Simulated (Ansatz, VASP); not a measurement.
Two plane-wave programs on GaN

```
Ga N
1.0
     0.00000    2.12000    2.12000
     2.12000    0.00000    2.12000
     2.12000    2.12000    0.00000
Ga N
1 1
Direct
  0.00000 0.00000 0.00000
  0.50000 0.50000 0.50000
```

Alike in both runs: task single point; functional HSE06; k mesh 8 × 8 × 8; occupations gaussian, width 0.05 eV; no spin polarisation.

```csv
,VASP,Ansatz
version,VASP 6.6.1,Ansatz 0.2.0
potentials or method,"VASP PAW PBE potentials, release 64 (Ga_d, N), cutoff 520 eV","scalar-relativistic, plane waves, PAW"
valence electrons in the cell,18,18
```

|  | VASP | Ansatz | Ansatz less VASP |
| --- | --- | --- | --- |
| gap on the k mesh at the Fermi level (eV) | 1.80 | 1.81 | +0.009 |
| least direct gap on the mesh (eV) | 3.92 | 3.91 | -0.006 |
| pressure (GPa) | -4.3 | -5.3 | -0.98 |

With one functional, cell and mesh, what is left measures potentials, basis and numerics. Ansatz's warnings: stress exchange threshold loose, stress scf threshold loose.
